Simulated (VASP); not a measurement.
# In3Se (Pm-3m) in VASP: settings compared

Aim: see how the results for In3Se move with the level of theory and the settings. Levels: r2SCAN, PBEsol. Tasks: single point.

Everything below comes from runs of VASP 6.6.1. Logs are shortened: lines on timing, memory, paths and dates and some standing lists are left out, and cuts for length are marked.

## Step 1: The cell of the first run

Symmetry: Pm-3m, No. 221, cubic system. Conventional cell: a = 4.804 Å, b = 4.804 Å, c = 4.804 Å, α = 90.00°, β = 90.00°, γ = 90.00°. In (site symmetry 4/mmm) has 8 In at 3.40 Å and 4 Se at 3.40 Å within 4.5 Å. Within 4.5 Å of Se (site symmetry m-3m) lie 12 In at 3.40 Å.

## Step 2: Single point, r2SCAN

POSCAR reads:

```
In3Se
1.0
    4.8037580000      0.0000000000      0.0000000000
    0.0000000000      4.8037580000      0.0000000000
    0.0000000000      0.0000000000      4.8037580000
In Se
3 1
Direct
    0.5000000000      0.5000000000      0.0000000000
    0.5000000000      0.0000000000      0.5000000000
    0.0000000000      0.5000000000      0.5000000000
    0.0000000000      0.0000000000      0.0000000000
```

INCAR.step1 reads:

```
SYSTEM = In3Se
PREC = Accurate
ENCUT = 520
ISMEAR = -1
SIGMA = 0.05
LREAL = .FALSE.
LASPH = .TRUE.
NELM = 60
NBANDS = 30
GGA = PE
ALGO = Normal
EDIFF = 1E-4
LWAVE = .TRUE.
LCHARG = .FALSE.
```

INCAR.step2 reads:

```
SYSTEM = In3Se
PREC = Accurate
ENCUT = 520
EDIFF = 1E-7
ISMEAR = -1
SIGMA = 0.05
LREAL = .FALSE.
LASPH = .TRUE.
NELM = 60
ALGO = Normal
ISIF = 2
LWAVE = .FALSE.
LCHARG = .TRUE.
METAGGA = R2SCAN
LMIXTAU = .TRUE.
LELF = .TRUE.
LVHAR = .TRUE.
NBANDS = 30
ISTART = 1
```

KPOINTS reads:

```
regular mesh
0
G
  6 6 6
  0 0 0
```

Potentials or basis: VASP PAW PBE potentials, release 64 (In_d, Se).

On the command line:

```bash
cat potpaw_PBE.64/In_d/POTCAR potpaw_PBE.64/Se/POTCAR > POTCAR
cp INCAR.step1 INCAR
mpirun -np 1 vasp_std > vasp.out
cp INCAR.step2 INCAR
mpirun -np 1 vasp_std > vasp.out
```

OUTCAR:

```text
SYSTEM = In3Se
   PREC = Accurate
   ENCUT = 520
   EDIFF = 1E-7
   ISMEAR = -1
   LREAL = .FALSE.
   LASPH = .TRUE.
   NELM = 60
   ISIF = 2
   METAGGA = R2SCAN
   ISTART = 1

 ion  position               nearest neighbor table
   1  0.500  0.500  0.000-   2 3.40   3 3.40   4 3.40   2 3.40   3 3.40   2 3.40   4 3.40   2 3.40
                             3 3.40   4 3.40   3 3.40   4 3.40
   2  0.500  0.000  0.500-   1 3.40   3 3.40   4 3.40   1 3.40   4 3.40   1 3.40   3 3.40   1 3.40
                             3 3.40   4 3.40   4 3.40   3 3.40
   3  0.000  0.500  0.500-   1 3.40   2 3.40   4 3.40   1 3.40   4 3.40   2 3.40   4 3.40   4 3.40
                             1 3.40   2 3.40   1 3.40   2 3.40
   4  0.000  0.000  0.000-   1 3.40   2 3.40   3 3.40   2 3.40   3 3.40   1 3.40   3 3.40   3 3.40
                             1 3.40   2 3.40   2 3.40   1 3.40

  LATTYP: Found a simple cubic cell.
 ALAT       =     4.8037580000

  Lattice vectors:

 A1 = (   4.8037580000,   0.0000000000,   0.0000000000)
 A2 = (   0.0000000000,   4.8037580000,   0.0000000000)
 A3 = (   0.0000000000,   0.0000000000,   4.8037580000)

Analysis of symmetry for initial positions (statically):
=====================================================================
 Subroutine PRICEL returns:
 Original cell was already a primitive cell.

 Routine SETGRP: Setting up the symmetry group for a
 simple cubic supercell.

 Subroutine GETGRP returns: Found 48 space group operations
 (whereof 48 operations were pure point group operations)
 out of a pool of 48 trial point group operations.

The static configuration has the point symmetry O_h .

Analysis of symmetry for dynamics (positions and initial velocities):
=====================================================================
 Subroutine PRICEL returns:
 Original cell was already a primitive cell.

 Routine SETGRP: Setting up the symmetry group for a
 simple cubic supercell.

 Subroutine GETGRP returns: Found 48 space group operations
 (whereof 48 operations were pure point group operations)
 out of a pool of 48 trial point group operations.

The dynamic configuration has the point symmetry O_h .

 Subroutine INISYM returns: Found 48 space group operations
 (whereof 48 operations are pure point group operations),
 and found     1 'primitive' translations

----------------------------------------------------------------------------------------

                                     Primitive cell

  volume of cell :     110.8520

  direct lattice vectors                    reciprocal lattice vectors
     4.803758000  0.000000000  0.000000000     0.208170353  0.000000000  0.000000000
     0.000000000  4.803758000  0.000000000     0.000000000  0.208170353  0.000000000
     0.000000000  0.000000000  4.803758000     0.000000000  0.000000000  0.208170353

  length of vectors
     4.803758000  4.803758000  4.803758000     0.208170353  0.208170353  0.208170353

  position of ions in fractional coordinates (direct lattice)
     0.500000000  0.500000000  0.000000000
     0.500000000  0.000000000  0.500000000
     0.000000000  0.500000000  0.500000000
     0.000000000  0.000000000  0.000000000

  ion indices of the primitive-cell ions
   primitive index   ion index
                 1           1
                 2           2
                 3           3
                 4           4

----------------------------------------------------------------------------------------

 KPOINTS: regular mesh

Automatic generation of k-mesh.
 Grid dimensions read from file:
 generate k-points for:    6    6    6

 Generating k-lattice:

  Cartesian coordinates                     Fractional coordinates (reciprocal lattice)
     0.034695059  0.000000000  0.000000000     0.166666667  0.000000000  0.000000000
     0.000000000  0.034695059  0.000000000     0.000000000  0.166666667  0.000000000
     0.000000000  0.000000000  0.034695059     0.000000000  0.000000000  0.166666667

  Length of vectors
     0.034695059  0.034695059  0.034695059

  Shift w.r.t. Gamma in fractional coordinates (k-lattice)
     0.000000000  0.000000000  0.000000000

 Subroutine IBZKPT returns following result:
 ===========================================

 Found     20 irreducible k-points:

 Following reciprocal coordinates:
            Coordinates               Weight
  0.000000  0.000000  0.000000      1.000000
  0.166667  0.000000  0.000000      6.000000
  0.333333  0.000000  0.000000      6.000000
  0.500000  0.000000  0.000000      3.000000
  0.166667  0.166667  0.000000     12.000000
  0.333333  0.166667  0.000000     24.000000
[... 12 lines left out ...]
  0.500000  0.500000  0.333333      6.000000
  0.500000  0.500000  0.500000      1.000000
   k-points           NKPTS =     20   k-points in BZ     NKDIM =     20   number of bands    NBANDS=     30
   number of dos      NEDOS =    301   number of ions     NIONS =      4
   total plane-waves  NPLWV =  46656
   dimension x,y,z NGX =    36 NGY =   36 NGZ =   36
   dimension x,y,z NGXF=    72 NGYF=   72 NGZF=   72
   ions per type =               3   1
   NGX,Y,Z   is equivalent  to a cutoff of  12.46, 12.46, 12.46 a.u.
   NGXF,Y,Z  is equivalent  to a cutoff of  24.92, 24.92, 24.92 a.u.
 SYSTEM =  In3Se
   PREC   = accura    normal or accurate (medium, high low for compatibility)
   ISTART =      1    job   : 0-new  1-cont  2-samecut
   ICHARG =      0    charge: 1-file 2-atom 10-const
   ISPIN  =      1    spin polarized calculation?
   LNONCOLLINEAR =      F non collinear calculations
   LSORBIT =      F    spin-orbit coupling
   LASPH  =      T    aspherical Exc in radial PAW
   ENCUT  =  520.0 eV  38.22 Ry    6.18 a.u.   8.93  8.93  8.93*2*pi/ulx,y,z
   NELM   =     60;   NELMIN=  2; NELMDL=  0     # of ELM steps
   EDIFF  = 0.1E-06   stopping-criterion for ELM
   LREAL  =      F    real-space projection
   EDIFFG = 0.1E-05   stopping-criterion for IOM
   NSW    =      0    number of steps for IOM
   IBRION =     -1    ionic relax: 0-MD 1-quasi-New 2-CG
   NFREE  =      0    steps in history (QN), initial steepest desc. (CG)
   ISIF   =      2    stress and relaxation
   ISYM   =      2    0-nonsym 1-usesym 2-fastsym
   POTIM  = 0.5000    time-step for ionic-motion
   TEBEG  =    0.0;   TEEND  =   0.0 temperature during run
   PSTRESS=    0.0 pullay stress
   NELECT =      45.0000    total number of electrons
   NUPDOWN=      -1.0000    fix difference up-down
   EMIN   =  10.00;   EMAX   =-10.00  energy-range for DOS
   EFERMI =   0.00;   METHOD = LEGACY
   ISMEAR =    -1;   SIGMA  =   0.05  broadening in eV -4-tet -1-fermi 0-gaus
   EFERMI_NEDOS =   21; number of points for ismear=-14 and -15
   IALGO  =     38    algorithm
   IMIX   =      4    mixing-type and parameters
     AMIX     =   0.40;   BMIX     =  1.00
     AMIX_MAG =   1.60;   BMIX_MAG =  1.00
  volume/ion in A,a.u.               =      27.71       187.02
  Fermi-wavevector in a.u.,A,eV,Ry     =   1.212173  2.290675 19.991897  1.469363
  Thomas-Fermi vector in A             =   2.347665
   LORBIT       =      0    0 simple, 1 ext, 2 COOP (PROOUT), +10 PAW based schemes
   METAGGA = R2SCAN    functional components
   LHFCALC =     F    Hartree Fock is set to
   AEXX    =    0.0000 exact exchange contribution
   IVDW    =     0    specifies the selected vdW correction
   LEPSILON=     F    determine dielectric tensor
   LRPA    =     F    only Hartree local field effects (RPA)
 non-spin polarized calculation
  energy-cutoff  :      520.00
  volume of cell :      110.85
 maximum number of plane-waves:      3016
 NGX is ok and might be reduce to    36
   NGX = 17   NGY = 17   NGZ = 17

 number of electron      45.0000024 magnetization

 Free energy of the ion-electron system (eV)
  ---------------------------------------------------
  ext. energy  EPLUGINS =         0.00000000
  ---------------------------------------------------
  free energy    TOTEN  =       -82.49909206 eV

  energy without entropy =      -82.48691606  energy(sigma->0) =      -82.49300406

 E-fermi :   5.9938     XC(G=0): -10.3244

 val. band max:        5.8263352765   @ k =   0.5000   0.0000   0.0000
 cond. band min:       6.0446257382   @ k =   0.5000   0.3333   0.1667
 fundamental gap:      0.2182904616
 Fermi energy:         5.9938267574

 k-point     1 :       0.0000    0.0000    0.0000
  band No.  band energies     occupation
      1      -9.5084      2.00000
      2      -9.5084      2.00000
      3      -9.5084      2.00000
      4      -9.5059      2.00000
      5      -9.3936      2.00000
      6      -9.3936      2.00000
[... 22 lines left out ...]
     29      11.6525      0.00000
     30      13.1724      0.00000

 k-point     2 :       0.1667    0.0000    0.0000
  band No.  band energies     occupation
      1      -9.5040      2.00000
      2      -9.4829      2.00000
      3      -9.4829      2.00000
      4      -9.4820      2.00000
      5      -9.3908      2.00000
      6      -9.3777      2.00000
[... 22 lines left out ...]
     29      12.3334      0.00000
     30      13.3064      0.00000

 k-point     3 :       0.3333    0.0000    0.0000
  band No.  band energies     occupation
      1      -9.4946      2.00000
      2      -9.4230      2.00000
      3      -9.4128      2.00000
      4      -9.4128      2.00000
      5      -9.3833      2.00000
      6      -9.3377      2.00000
[... 22 lines left out ...]
     29      12.1403      0.00000
     30      12.6514      0.00000

 k-point     4 :       0.5000    0.0000    0.0000
  band No.  band energies     occupation
      1      -9.4896      2.00000
      2      -9.3922      2.00000
      3      -9.3614      2.00000
      4      -9.3378      2.00000
      5      -9.3378      2.00000
      6      -9.3073      2.00000
[... 484 lines left out ...]
     29      13.0926      0.00000
     30      13.1668      0.00000

 k-point    19 :       0.5000    0.5000    0.3333
  band No.  band energies     occupation
      1      -9.4888      2.00000
      2      -9.4075      2.00000
      3      -9.4075      2.00000
      4      -9.4042      2.00000
      5      -9.3865      2.00000
      6      -9.3865      2.00000
[... 22 lines left out ...]
     29      13.3224      0.00000
     30      14.2145      0.00000

 k-point    20 :       0.5000    0.5000    0.5000
  band No.  band energies     occupation
      1      -9.5155      2.00000
      2      -9.4159      2.00000
      3      -9.4159      2.00000
      4      -9.4159      2.00000
      5      -9.3955      2.00000
      6      -9.3955      2.00000
[... 22 lines left out ...]
     29      14.4797      0.00000
     30      14.6487      0.00000

------------------------ aborting loop because EDIFF is reached ----------------------------------------

  FORCE on cell =-STRESS in cart. coord.  units (eV):
  Direction    XX          YY          ZZ          XY          YZ          ZX
  --------------------------------------------------------------------------------------
  -------------------------------------------------------------------------------------
  Total       -0.8397402     -0.8397402     -0.8397402     -0.0000000     -0.0000000     -0.0000000
  in kB      -12.1370226    -12.1370226    -12.1370226     -0.0000000     -0.0000000     -0.0000000
  external PRESSURE =     -12.1370226 kB  Pullay stress =       0.0000000 kB

 VOLUME and BASIS-vectors are now :
 -----------------------------------------------------------------------------
  energy-cutoff  :      520.00
  volume of cell :      110.85
      direct lattice vectors                 reciprocal lattice vectors
     4.803758000  0.000000000  0.000000000     0.208170353  0.000000000  0.000000000
     0.000000000  4.803758000  0.000000000     0.000000000  0.208170353  0.000000000
     0.000000000  0.000000000  4.803758000     0.000000000  0.000000000  0.208170353

 POSITION                                       TOTAL-FORCE (eV/Angst)
 -----------------------------------------------------------------------------------
      2.40188      2.40188      0.00000         0.000000      0.000000      0.000000
      2.40188      0.00000      2.40188         0.000000      0.000000      0.000000
      0.00000      2.40188      2.40188         0.000000      0.000000      0.000000
      0.00000      0.00000      0.00000         0.000000      0.000000      0.000000
 -----------------------------------------------------------------------------------
    total drift:                                0.000000      0.000000      0.000000

  FREE ENERGIE OF THE ION-ELECTRON SYSTEM (eV)
  ---------------------------------------------------
  free  energy   TOTEN  =       -82.4990920559 eV

  energy  without entropy=      -82.4869160582  energy(sigma->0) =      -82.49300406
```

Run time: 10 min. Hardware: 1 thread of AMD EPYC 7R13, shared host; peak memory 0.22 GiB.

Results:

```yaml
Free_energy: -82.4991 eV
Pressure: -1.2 GPa
```

Caveat: the PAW data sets were made with another functional, which shifts forces and pressure a little; spin-orbit coupling is left out, which moves the levels of the heavy elements.

(Continued in part 2 of 2.)
